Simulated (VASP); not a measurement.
# BeS (F-43m) in VASP: a series of runs

Runs on BeS. Level: PBE. Tasks: single point.

All numbers are computed with VASP 6.6.1; they aren't measurements. Logs are shortened: lines on timing, memory, paths and dates and some standing lists are left out, and cuts for length are marked.

## Step 1: The cell of the first run

It takes space group F-43m (No. 216, cubic). Conventional cell: a = 4.882 Å, b = 4.882 Å, c = 4.882 Å, α = 90.00°, β = 90.00°, γ = 90.00°. Be (site symmetry -43m) has 4 S at 2.11 Å within 2.8 Å. S (site symmetry -43m) has 4 Be at 2.11 Å within 2.8 Å.

## Step 2: Single point, PBE (volume scaled by 1.02)

The input, INCAR:

```
SYSTEM = BeS
PREC = Accurate
ENCUT = 520
EDIFF = 1E-6
ISMEAR = -1
SIGMA = 0.02
LREAL = .False.
LASPH = .True.
NELM = 60
ALGO = Normal
ISIF = 2
LWAVE = .False.
LCHARG = .False.
GGA = PE
NBANDS = 11
```

The input, KPOINTS:

```
regular mesh
0
Gamma
  9 9 9
  0 0 0
```

The input, POSCAR:

```
BeS
1.0
    0.0000000000      2.4410600707      2.4410600707
    2.4410600707      0.0000000000      2.4410600707
    2.4410600707      2.4410600707      0.0000000000
Be S
1 1
Direct
    0.0000000000      0.0000000000      0.0000000000
    0.7500000000      0.7500000000      0.7500000000
```

Potentials or basis: VASP PAW PBE potentials, release 64 (Be, S).

Launch:

```bash
cat potpaw_PBE.64/Be/POTCAR potpaw_PBE.64/S/POTCAR > POTCAR
mpirun -np 1 vasp_std > vasp.out
```

OUTCAR:

```text
SYSTEM = BeS
   PREC = Accurate
   ENCUT = 520
   EDIFF = 1E-6
   ISMEAR = -1
   LREAL = .False.
   LASPH = .True.
   NELM = 60
   ISIF = 2
   GGA = PE

 ion  position               nearest neighbor table
   1  0.000  0.000  0.000-   2 2.11   2 2.11   2 2.11   2 2.11
   2  0.750  0.750  0.750-   1 2.11   1 2.11   1 2.11   1 2.11

  LATTYP: Found a face centered cubic cell.
 ALAT       =     4.8821201414

  Lattice vectors:

 A1 = (   0.0000000000,   2.4410600707,   2.4410600707)
 A2 = (   2.4410600707,   0.0000000000,   2.4410600707)
 A3 = (   2.4410600707,   2.4410600707,   0.0000000000)

Analysis of symmetry for initial positions (statically):
=====================================================================
 Subroutine PRICEL returns:
 Original cell was already a primitive cell.

 Routine SETGRP: Setting up the symmetry group for a
 face centered cubic supercell.

 Subroutine GETGRP returns: Found 24 space group operations
 (whereof 24 operations were pure point group operations)
 out of a pool of 48 trial point group operations.

The static configuration has the point symmetry T_d .

Analysis of symmetry for dynamics (positions and initial velocities):
=====================================================================
 Subroutine PRICEL returns:
 Original cell was already a primitive cell.

 Routine SETGRP: Setting up the symmetry group for a
 face centered cubic supercell.

 Subroutine GETGRP returns: Found 24 space group operations
 (whereof 24 operations were pure point group operations)
 out of a pool of 48 trial point group operations.

The dynamic configuration has the point symmetry T_d .

 Subroutine INISYM returns: Found 24 space group operations
 (whereof 24 operations are pure point group operations),
 and found     1 'primitive' translations

----------------------------------------------------------------------------------------

                                     Primitive cell

  volume of cell :      29.0915

  direct lattice vectors                    reciprocal lattice vectors
     0.000000000  2.441060071  2.441060071    -0.204829044  0.204829044  0.204829044
     2.441060071  0.000000000  2.441060071     0.204829044 -0.204829044  0.204829044
     2.441060071  2.441060071  0.000000000     0.204829044  0.204829044 -0.204829044

  length of vectors
     3.452180259  3.452180259  3.452180259     0.354774311  0.354774311  0.354774311

  position of ions in fractional coordinates (direct lattice)
     0.000000000  0.000000000  0.000000000
[... 80 lines left out ...]
   EDIFFG = 0.1E-04   stopping-criterion for IOM
   NSW    =      0    number of steps for IOM
   IBRION =     -1    ionic relax: 0-MD 1-quasi-New 2-CG
   NFREE  =      0    steps in history (QN), initial steepest desc. (CG)
   ISIF   =      2    stress and relaxation
   ISYM   =      2    0-nonsym 1-usesym 2-fastsym
   POTIM  = 0.5000    time-step for ionic-motion
   TEBEG  =    0.0;   TEEND  =   0.0 temperature during run
   PSTRESS=    0.0 pullay stress
   NELECT =       8.0000    total number of electrons
   NUPDOWN=      -1.0000    fix difference up-down
   EMIN   =  10.00;   EMAX   =-10.00  energy-range for DOS
   EFERMI =   0.00;   METHOD = LEGACY
   ISMEAR =    -1;   SIGMA  =   0.02  broadening in eV -4-tet -1-fermi 0-gaus
   EFERMI_NEDOS =   21; number of points for ismear=-14 and -15
   IALGO  =     38    algorithm
   IMIX   =      4    mixing-type and parameters
     AMIX     =   0.40;   BMIX     =  1.00
     AMIX_MAG =   1.60;   BMIX_MAG =  1.00
  volume/ion in A,a.u.               =      14.55        98.16
  Fermi-wavevector in a.u.,A,eV,Ry     =   1.064592  2.011786 15.420234  1.133355
  Thomas-Fermi vector in A             =   2.200115
   LORBIT       =      0    0 simple, 1 ext, 2 COOP (PROOUT), +10 PAW based schemes
   GGA     = PE    functional components
   LHFCALC =     F    Hartree Fock is set to
   AEXX    =    0.0000 exact exchange contribution
   IVDW    =     0    specifies the selected vdW correction
   LEPSILON=     F    determine dielectric tensor
   LRPA    =     F    only Hartree local field effects (RPA)
 non-spin polarized calculation
  energy-cutoff  :      520.00
  volume of cell :       29.09
 maximum number of plane-waves:       797
 NGX is ok and might be reduce to    28
   NGX = 13   NGY = 13   NGZ = 13

 number of electron       7.9999999 magnetization

 Free energy of the ion-electron system (eV)
  ---------------------------------------------------
  ext. energy  EPLUGINS =         0.00000000
  ---------------------------------------------------
  free energy    TOTEN  =       -10.01339255 eV

  energy without entropy =      -10.01339255  energy(sigma->0) =      -10.01339255

 E-fermi :   4.4318     XC(G=0):  -9.6491

 val. band max:        3.9719081111   @ k =   0.0000   0.0000   0.0000
 cond. band min:       7.2181039788   @ k =   0.4444   0.4444   0.0000
 fundamental gap:      3.2461958677
 Fermi energy:         4.4318127051

 k-point     1 :       0.0000    0.0000    0.0000
  band No.  band energies     occupation
      1      -9.5893      2.00000
      2       3.9719      2.00000
      3       3.9719      2.00000
      4       3.9719      2.00000
      5       9.6491      0.00000
      6       9.6491      0.00000
      7       9.6491      0.00000
      8       9.6911      0.00000
      9      16.7467      0.00000
     10      16.7467      0.00000
     11      18.6907      0.00000
[... 309 lines left out ...]
 k-point    24 :       0.4444    0.4444    0.0000
  band No.  band energies     occupation
      1      -7.6008      2.00000
      2      -0.8041      2.00000
      3       1.4512      2.00000
      4       1.4512      2.00000
      5       7.2181      0.00000
      6       8.9764      0.00000
      7      16.1818      0.00000
      8      16.1818      0.00000
      9      18.8442      0.00000
     10      20.0608      0.00000
     11      21.2393      0.00000

 [... further k-points ...]
[... 5 lines left out ...]
  --------------------------------------------------------------------------------------
  -------------------------------------------------------------------------------------
  Total       -0.0593515     -0.0593515     -0.0593515      0.0000000     -0.0000000     -0.0000000
  in kB       -3.2687160     -3.2687160     -3.2687160      0.0000000     -0.0000000     -0.0000000
  external PRESSURE =      -3.2687160 kB  Pullay stress =       0.0000000 kB

 VOLUME and BASIS-vectors are now :
 -----------------------------------------------------------------------------
  energy-cutoff  :      520.00
  volume of cell :       29.09
      direct lattice vectors                 reciprocal lattice vectors
     0.000000000  2.441060071  2.441060071    -0.204829044  0.204829044  0.204829044
     2.441060071  0.000000000  2.441060071     0.204829044 -0.204829044  0.204829044
     2.441060071  2.441060071  0.000000000     0.204829044  0.204829044 -0.204829044

 POSITION                                       TOTAL-FORCE (eV/Angst)
 -----------------------------------------------------------------------------------
      0.00000      0.00000      0.00000         0.000000      0.000000      0.000000
      3.66159      3.66159      3.66159        -0.000000     -0.000000     -0.000000
 -----------------------------------------------------------------------------------
    total drift:                               -0.000000     -0.000000     -0.000000

  FREE ENERGIE OF THE ION-ELECTRON SYSTEM (eV)
  ---------------------------------------------------
  free  energy   TOTEN  =       -10.0133925541 eV

  energy  without entropy=      -10.0133925541  energy(sigma->0) =      -10.01339255
```

stdout:

```text
POSCAR found type information on POSCAR BeS
 POSCAR found :  2 types and       2 ions
 scaLAPACK will be used
 LDA part: xc-table for (Slater+PW92), standard interpolation
 POSCAR, INCAR and KPOINTS ok, starting setup
 FFT: planning ... GRIDC
 FFT: planning ... GRID_SOFT
 FFT: planning ... GRID
 WAVECAR not read
 entering main loop
```

Run time: 21 s. Hardware: 1 thread of Intel Xeon Platinum 8259CL at 2.50GHz (Skylake/Cascade Lake), shared host; peak memory 0.15 GiB.

Results:

```
Free energy            : -10.0134 eV
Pressure               : -0.3 GPa
Band gap on the k mesh : 3.25 eV, indirect (least direct gap 5.68 eV)
```

## Step 3: Single point, PBE (volume scaled by 1.04)

The input, INCAR:

```
  PREC = Accurate
  ENCUT = 520
  EDIFF = 1E-7
  ISMEAR = -1
  SIGMA = 0.02
  LREAL = False
  LASPH = True
  NELM = 100
  ALGO = Normal
  ISIF = 2
  LWAVE = False
  LCHARG = True
  GGA = PE
  LELF = True
  LVHAR = True
  NBANDS = 11
```

The input, KPOINTS:

```
regular mesh
0
Gamma
  9 9 9
```

The input, POSCAR:

```
BeS
1.0
    0.0000000000      2.4569115543      2.4569115543
    2.4569115543      0.0000000000      2.4569115543
    2.4569115543      2.4569115543      0.0000000000
Be S
1 1
Direct
    0.0000000000      0.0000000000      0.0000000000
    0.7500000000      0.7500000000      0.7500000000
```

Potentials or basis: VASP PAW PBE potentials, release 64 (Be, S).

Launch:

```bash
cat potpaw_PBE.64/Be/POTCAR potpaw_PBE.64/S/POTCAR > POTCAR
mpirun -np 1 vasp_std > vasp.out
```

Run time: 29 s. Hardware: 1 thread of Intel Xeon Platinum 8259CL at 2.50GHz (Skylake/Cascade Lake), shared host; peak memory 0.15 GiB.

Results (log left out):

- Free energy: -10.0093 eV
- Pressure: -2.0 GPa
- Band gap on the k mesh: 3.29 eV, indirect (least direct gap 5.56 eV)

Levels at points of the mesh, in eV from the valence-band top:
```tsv
k point	band 1	band 2	band 3	band 4	band 5	band 6	band 7	band 8	band 9
(0.00, 0.00, 0.00)	-13.44	0.00	0.00	0.00	5.56	5.68	5.68	5.68	12.74
```

 A k mesh can miss the band edges.
